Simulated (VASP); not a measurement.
# BeTeS4 (I-42m) in VASP: single point with PBE

Aim: the single point of BeTeS4 with PBE.

Program: VASP 6.6.1. These are calculated values, not measurements. Logs are shortened: lines on timing, memory, paths and dates and some standing lists are left out, and cuts for length are marked.

### 1 The cell of the first run

The structure is tetragonal, space group I-42m (No. 121). The conventional cell has a = 5.819 Å, b = 5.819 Å, c = 7.126 Å, α = 90.00°, β = 90.00°, γ = 90.00°. Be (site symmetry -42m) has 4 S at 2.07 Å within 2.7 Å. Within 3.7 Å of Te (site symmetry -42m) lie 8 S at 2.80 Å and 2 Be at 3.56 Å. S (site symmetry m) has 1 Be at 2.07 Å and 2 Te at 2.80 Å within 2.9 Å.

The cell was generated, and may not be a known phase.

### 2 Single point, PBE

Input file INCAR:

```
ALGO = Normal
EDIFF = 1E-6
ENCUT = 600
GGA = PE
GGA_COMPAT = False
ISIF = 2
ISMEAR = 0
LASPH = True
LCHARG = False
LREAL = False
LWAVE = False
NBANDS = 25
NELM = 120
PREC = Accurate
SIGMA = 0.15
```

Input file KPOINTS:

```
k-points
0
Gamma
  3 3 3
```

Input file POSCAR:

```
BeTeS4
1.0
   -2.9093235395      2.9093235395      3.5627877353
    2.9093235395     -2.9093235395      3.5627877353
    2.9093235395      2.9093235395     -3.5627877353
Be Te S
1 1 4
Direct
    0.0000000000      0.0000000000      0.0000000000
    0.5000000000      0.5000000000      0.0000000000
    0.6226936982      0.6226936982      0.6057688891
    0.9830751909      0.3773063018      0.0000000000
    0.0169248091      0.0169248091      0.3942311109
    0.3773063018      0.9830751909      0.0000000000
```

Potentials or basis: VASP PAW PBE potentials, release 64 (Be, Te, S).

The run is started by

```console
$ cat potpaw_PBE.64/Be/POTCAR potpaw_PBE.64/Te/POTCAR potpaw_PBE.64/S/POTCAR > POTCAR
$ mpirun -np 1 vasp_std > vasp.out
```

OUTCAR:

```text
EDIFF = 1E-6
   ENCUT = 600
   GGA = PE
   ISIF = 2
   ISMEAR = 0
   LASPH = True
   LREAL = False
   NELM = 120
   PREC = Accurate

 ion  position               nearest neighbor table
   1  0.000  0.000  0.000-   4 2.07   6 2.07   3 2.07   5 2.07
   2  0.500  0.500  0.000-   5 2.80   6 2.80   4 2.80   3 2.80   3 2.80   5 2.80   6 2.80   4 2.80

   3  0.623  0.623  0.606-   1 2.07   2 2.80   2 2.80
   4  0.983  0.377  0.000-   1 2.07   2 2.80   2 2.80
   5  0.017  0.017  0.394-   1 2.07   2 2.80   2 2.80
   6  0.377  0.983  0.000-   1 2.07   2 2.80   2 2.80

  LATTYP: Found a body centered tetragonal cell.
 ALAT       =     5.8186470790
 C/A-ratio  =     1.2246103560

  Lattice vectors:

 A1 = (  -2.9093235395,   2.9093235395,   3.5627877353)
 A2 = (   2.9093235395,  -2.9093235395,   3.5627877353)
 A3 = (   2.9093235395,   2.9093235395,  -3.5627877353)

Analysis of symmetry for initial positions (statically):
=====================================================================
 Subroutine PRICEL returns:
 Original cell was already a primitive cell.

 Routine SETGRP: Setting up the symmetry group for a
 body centered tetragonal supercell.

 Subroutine GETGRP returns: Found  8 space group operations
 (whereof  8 operations were pure point group operations)
 out of a pool of 16 trial point group operations.

The static configuration has the point symmetry D_2d.

Analysis of symmetry for dynamics (positions and initial velocities):
=====================================================================
 Subroutine PRICEL returns:
 Original cell was already a primitive cell.

 Routine SETGRP: Setting up the symmetry group for a
 body centered tetragonal supercell.

 Subroutine GETGRP returns: Found  8 space group operations
 (whereof  8 operations were pure point group operations)
 out of a pool of 16 trial point group operations.

The dynamic configuration has the point symmetry D_2d.

 Subroutine INISYM returns: Found  8 space group operations
 (whereof  8 operations are pure point group operations),
 and found     1 'primitive' translations

----------------------------------------------------------------------------------------

                                     Primitive cell

  volume of cell :     120.6241

  direct lattice vectors                    reciprocal lattice vectors
    -2.909323539  2.909323539  3.562787735     0.000000000  0.171861257  0.140339542
     2.909323539 -2.909323539  3.562787735     0.171861257  0.000000000  0.140339542
     2.909323539  2.909323539 -3.562787735     0.171861257  0.171861257  0.000000000

  length of vectors
     5.442589766  5.442589766  5.442589766     0.221881677  0.221881677  0.243048520

  position of ions in fractional coordinates (direct lattice)
     0.000000000  0.000000000  0.000000000
     0.500000000  0.500000000  0.000000000
     0.622693698  0.622693698  0.605768889
     0.983075191  0.377306302  0.000000000
     0.016924809  0.016924809  0.394231111
     0.377306302  0.983075191  0.000000000

  ion indices of the primitive-cell ions
   primitive index   ion index
                 1           1
                 2           2
                 3           3
                 4           4
                 5           5
                 6           6

----------------------------------------------------------------------------------------

 KPOINTS: k-points

Automatic generation of k-mesh.
 Grid dimensions read from file:
 generate k-points for:    3    3    3

 Generating k-lattice:

  Cartesian coordinates                     Fractional coordinates (reciprocal lattice)
     0.000000000  0.057287086  0.046779847     0.333333333  0.000000000 -0.000000000
     0.057287086  0.000000000  0.046779847     0.000000000  0.333333333 -0.000000000
     0.057287086  0.057287086  0.000000000     0.000000000  0.000000000  0.333333333

  Length of vectors
     0.073960559  0.073960559  0.081016173

  Shift w.r.t. Gamma in fractional coordinates (k-lattice)
     0.000000000  0.000000000  0.000000000

 Subroutine IBZKPT returns following result:
 ===========================================

 Found      6 irreducible k-points:

 Following reciprocal coordinates:
            Coordinates               Weight
  0.000000  0.000000  0.000000      1.000000
  0.333333 -0.000000  0.000000      8.000000
  0.333333  0.333333  0.000000      8.000000
 -0.333333  0.333333  0.000000      4.000000
 -0.333333  0.333333  0.333333      4.000000
 -0.333333 -0.333333  0.333333      2.000000
   k-points           NKPTS =      6   k-points in BZ     NKDIM =      6   number of bands    NBANDS=     25
   number of dos      NEDOS =    301   number of ions     NIONS =      6
   total plane-waves  NPLWV = 110592
   dimension x,y,z NGX =    48 NGY =   48 NGZ =   48
   dimension x,y,z NGXF=    96 NGYF=   96 NGZF=   96
   ions per type =               1   1   4
   NGX,Y,Z   is equivalent  to a cutoff of  14.66, 14.66, 14.66 a.u.
   NGXF,Y,Z  is equivalent  to a cutoff of  29.32, 29.32, 29.32 a.u.
 SYSTEM =  unknown system
   PREC   = accura    normal or accurate (medium, high low for compatibility)
   ISTART =      0    job   : 0-new  1-cont  2-samecut
   ICHARG =      2    charge: 1-file 2-atom 10-const
   ISPIN  =      1    spin polarized calculation?
   LNONCOLLINEAR =      F non collinear calculations
   LSORBIT =      F    spin-orbit coupling
   LASPH  =      T    aspherical Exc in radial PAW
   ENCUT  =  600.0 eV  44.10 Ry    6.64 a.u.  10.87 10.87 10.87*2*pi/ulx,y,z
   NELM   =    120;   NELMIN=  2; NELMDL= -5     # of ELM steps
   EDIFF  = 0.1E-05   stopping-criterion for ELM
   LREAL  =      F    real-space projection
   EDIFFG = 0.1E-04   stopping-criterion for IOM
   NSW    =      0    number of steps for IOM
   IBRION =     -1    ionic relax: 0-MD 1-quasi-New 2-CG
   NFREE  =      0    steps in history (QN), initial steepest desc. (CG)
   ISIF   =      2    stress and relaxation
   ISYM   =      2    0-nonsym 1-usesym 2-fastsym
   POTIM  = 0.5000    time-step for ionic-motion
   TEBEG  =    0.0;   TEEND  =   0.0 temperature during run
   PSTRESS=    0.0 pullay stress
   NELECT =      32.0000    total number of electrons
   NUPDOWN=      -1.0000    fix difference up-down
   EMIN   =  10.00;   EMAX   =-10.00  energy-range for DOS
   EFERMI =   0.00;   METHOD = LEGACY
   ISMEAR =     0;   SIGMA  =   0.15  broadening in eV -4-tet -1-fermi 0-gaus
   EFERMI_NEDOS =   21; number of points for ismear=-14 and -15
   IALGO  =     38    algorithm
   IMIX   =      4    mixing-type and parameters
     AMIX     =   0.40;   BMIX     =  1.00
     AMIX_MAG =   1.60;   BMIX_MAG =  1.00
  volume/ion in A,a.u.               =      20.10       135.67
  Fermi-wavevector in a.u.,A,eV,Ry     =   1.051914  1.987829 15.055155  1.106523
  Thomas-Fermi vector in A             =   2.186976
   LORBIT       =      0    0 simple, 1 ext, 2 COOP (PROOUT), +10 PAW based schemes
   GGA     = PE    functional components
   LHFCALC =     F    Hartree Fock is set to
   AEXX    =    0.0000 exact exchange contribution
   IVDW    =     0    specifies the selected vdW correction
   LEPSILON=     F    determine dielectric tensor
   LRPA    =     F    only Hartree local field effects (RPA)
 non-spin polarized calculation
 Gauss-broadening in eV      SIGMA  =   0.15
  energy-cutoff  :      600.00
  volume of cell :      120.62
 maximum number of plane-waves:      4051
 NGX is ok and might be reduce to    48
   NGX = 21   NGY = 21   NGZ = 21

 number of electron      32.0000000 magnetization

 Free energy of the ion-electron system (eV)
  ---------------------------------------------------
  ext. energy  EPLUGINS =         0.00000000
  ---------------------------------------------------
  free energy    TOTEN  =       -22.16375985 eV

  energy without entropy =      -22.09028990  energy(sigma->0) =      -22.12702487

 E-fermi :   4.7564     XC(G=0):  -9.6147

 val. band max:        4.7504108726   @ k =   0.3333   0.3333   0.0000
 cond. band min:       4.7778679546   @ k =  -0.3333   0.3333   0.3333
 fundamental gap:      0.0274570820
 Fermi energy:         4.7563648922

 k-point     1 :       0.0000    0.0000    0.0000
  band No.  band energies     occupation
      1      -9.9786      2.00000
      2      -6.8174      2.00000
      3      -6.8174      2.00000
      4      -6.5033      2.00000
      5      -5.0685      2.00000
      6      -1.6551      2.00000
[... 17 lines left out ...]
     24      13.3614      0.00000
     25      13.6291      0.00000

 k-point     2 :       0.3333   -0.0000    0.0000
  band No.  band energies     occupation
      1      -9.4359      2.00000
      2      -7.7657      2.00000
      3      -6.8672      2.00000
      4      -6.6507      2.00000
      5      -5.4113      2.00000
      6      -1.2377      2.00000
[... 17 lines left out ...]
     24      12.0847      0.00000
     25      12.9981      0.00000

 k-point     3 :       0.3333    0.3333    0.0000
  band No.  band energies     occupation
      1      -8.8510      2.00000
      2      -8.1132      2.00000
      3      -7.3707      2.00000
      4      -6.8600      2.00000
      5      -5.5276      2.00000
      6      -0.8962      2.00000
[... 17 lines left out ...]
     24      12.2398      0.00000
     25      12.8633      0.00000

 k-point     4 :      -0.3333    0.3333    0.0000
  band No.  band energies     occupation
      1      -9.3866      2.00000
      2      -7.4366      2.00000
      3      -7.0807      2.00000
      4      -6.9035      2.00000
      5      -5.6043      2.00000
      6      -0.6258      2.00000
[... 17 lines left out ...]
     24      11.6187      0.00000
     25      12.8462      0.00000

 k-point     5 :      -0.3333    0.3333    0.3333
  band No.  band energies     occupation
      1      -8.7505      2.00000
      2      -8.0031      2.00000
      3      -7.1463      2.00000
      4      -6.9735      2.00000
      5      -6.2669      2.00000
      6      -0.3408      2.00000
[... 17 lines left out ...]
     24      11.5327      0.00000
     25      12.0394      0.00000

 k-point     6 :      -0.3333   -0.3333    0.3333
  band No.  band energies     occupation
      1      -9.0510      2.00000
      2      -7.2511      2.00000
      3      -7.2511      2.00000
      4      -7.0734      2.00000
      5      -6.4845      2.00000
      6       0.1732      2.00000
[... 17 lines left out ...]
     24      12.1216      0.00000
     25      12.2837      0.00000

------------------------ aborting loop because EDIFF is reached ----------------------------------------

  FORCE on cell =-STRESS in cart. coord.  units (eV):
  Direction    XX          YY          ZZ          XY          YZ          ZX
  --------------------------------------------------------------------------------------
  -------------------------------------------------------------------------------------
  Total       -0.1633577     -0.1633577     -0.6845457      0.0000000      0.0000000      0.0000000
  in kB       -2.1697829     -2.1697829     -9.0924114      0.0000000      0.0000000      0.0000000
  external PRESSURE =      -4.4773257 kB  Pullay stress =       0.0000000 kB

 VOLUME and BASIS-vectors are now :
 -----------------------------------------------------------------------------
  energy-cutoff  :      600.00
  volume of cell :      120.62
      direct lattice vectors                 reciprocal lattice vectors
    -2.909323539  2.909323539  3.562787735     0.000000000  0.171861257  0.140339542
     2.909323539 -2.909323539  3.562787735     0.171861257  0.000000000  0.140339542
     2.909323539  2.909323539 -3.562787735     0.171861257  0.171861257  0.000000000

 POSITION                                       TOTAL-FORCE (eV/Angst)
 -----------------------------------------------------------------------------------
      0.00000      0.00000      0.00000        -0.000000     -0.000000      0.000000
      0.00000      0.00000      3.56279        -0.000000     -0.000000      0.000000
      1.76238      1.76238      2.27882         0.016379      0.016379      0.043273
     -1.76238      1.76238      4.84675        -0.016379      0.016379     -0.043273
      1.14695      1.14695     -1.28396        -0.016379     -0.016379      0.043273
      1.76238     -1.76238      4.84675         0.016379     -0.016379     -0.043273
 -----------------------------------------------------------------------------------
    total drift:                               -0.000000     -0.000000     -0.000000

  FREE ENERGIE OF THE ION-ELECTRON SYSTEM (eV)
  ---------------------------------------------------
  free  energy   TOTEN  =       -22.1637598500 eV

  energy  without entropy=      -22.0902898978  energy(sigma->0) =      -22.12702487
```

Run time: 46 s. Hardware: 1 thread of Intel Xeon 8259CL, shared host; peak memory 0.29 GiB.

What came out:

```
Free energy            : -22.1638 eV
Pressure               : -0.4 GPa
Largest force          : 0.049 eV/Å
Band gap on the k mesh : zero (bands 16 and 17 overlap by 0.43 eV)
```

Forces on the atoms (eV/Å):
```
Be   0.000  0.000  0.000
Te   0.000  0.000  0.000
S    0.016  0.016  0.043
S   -0.016  0.016 -0.043
S   -0.016 -0.016  0.043
S    0.016 -0.016 -0.043
```

Caveat: the k points lie up to 0.46 Å⁻¹ apart; semilocal functionals underestimate gaps, and a narrow one can read as zero; spin-orbit coupling is left out, which moves the levels of the heavy elements.

The gap in the log of VASP goes by the Fermi energy; the results here count the filled bands.